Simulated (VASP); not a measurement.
Al2InN3:

```
Al In N
1.0
     3.06294    0.06561   -0.01871
     0.11363    5.14969    0.08561
    -0.04647    0.12275    7.55281
Al In N
4 2 6
Direct
  0.97507 0.32071 0.65046
  0.46425 0.83838 0.63974
  0.49160 0.17483 0.31960
  0.01972 0.67041 0.35089
  0.51041 0.47740 0.00001
  0.02087 0.99928 0.00136
  0.99949 0.33616 0.22032
  0.51509 0.82733 0.21003
  0.52114 0.16941 0.78395
  0.97300 0.65280 0.82284
  0.49550 0.52475 0.49951
  0.01386 0.00854 0.50129
```

| Property | Result |
| --- | --- |
| Program | VASP 6.6.1 |
| Task | relaxation of cell and atoms |
| Functional | PBE |
| Potentials or basis | VASP PAW PBE potentials, release 64 (Al, In_d, N) |
| Cutoff | 600 eV |
| k mesh | 4 × 4 × 2 |
| Occupations | gaussian, width 0.1 eV |
| Spin | no spin polarisation |

At the start: pressure 6.0 GPa; volume 9.92 Å³/atom.

Q: How do energy, volume and symmetry change on relaxing?

A: Over 18 steps the energy falls by 123.3 meV/atom and the volume is 9.94 Å³/atom (+0.2 %); space group P1 (No. 1, to 0.1 Å) before, P-3m1 (No. 164, to 0.1 Å).

Step by step:
| step | energy change (eV) | largest force (eV/Å) | pressure (GPa) | volume (Å³) |
| --- | --- | --- | --- | --- |
| 1 | 0.0000 | 3.6507 | 6.00 | 119.04 |
| 2 | -0.9822 | 1.3103 | -8.24 | 125.42 |
| 3 | -1.0401 | 1.2124 | -6.15 | 124.11 |
| 4 | -1.3377 | 0.7182 | 1.82 | 118.70 |
| 5 | -1.3383 | 0.7263 | 2.29 | 118.44 |
| 6 | -1.4338 | 0.5425 | 0.46 | 119.14 |
| 7 | -1.4352 | 0.5529 | 0.27 | 119.24 |
| 8 | -1.4627 | 0.2245 | -0.70 | 119.68 |
| 9 | -1.4629 | 0.2447 | -0.79 | 119.72 |
| 10 | -1.4740 | 0.1366 | 0.40 | 119.03 |
| 11 | -1.4741 | 0.1348 | 0.54 | 118.95 |
| 12 | -1.4776 | 0.1271 | -0.16 | 119.32 |
| 13 | -1.4776 | 0.1308 | -0.18 | 119.34 |
| 14 | -1.4790 | 0.0582 | -0.06 | 119.27 |
| 15 | -1.4791 | 0.0655 | -0.03 | 119.25 |
| 16 | -1.4795 | 0.0335 | 0.08 | 119.19 |
| 17 | -1.4795 | 0.0358 | 0.09 | 119.19 |
| 18 | -1.4797 | 0.0158 | -0.06 | 119.27 |

Final structure:
```cif
data_structure
_symmetry_space_group_name_H-M 'P 1'
_symmetry_Int_Tables_number 1
_cell_length_a 3.0315
_cell_length_b 5.2358
_cell_length_c 7.5142
_cell_angle_alpha 90.125
_cell_angle_beta 90.018
_cell_angle_gamma 89.984
_cell_volume 119.27
loop_
_atom_site_label
_atom_site_type_symbol
_atom_site_fract_x
_atom_site_fract_y
_atom_site_fract_z
_atom_site_occupancy
Al1 Al 0.99935 0.33244 0.65550 1
Al2 Al 0.49925 0.83259 0.65534 1
Al3 Al 0.50076 0.16746 0.34447 1
Al4 Al 0.00077 0.66745 0.34457 1
In1 In 0.50013 0.50004 0.99989 1
In2 In 0.99987 0.00006 0.00005 1
N1 N 0.00087 0.33389 0.19706 1
N2 N 0.50058 0.83377 0.19730 1
N3 N 0.49910 0.16620 0.80286 1
N4 N 0.99920 0.66623 0.80284 1
N5 N 0.50017 0.49987 0.50011 1
N6 N 0.99995 0.00000 0.50003 1
```

Caveat: the k points lie up to 0.52 Å⁻¹ apart in the final cell.
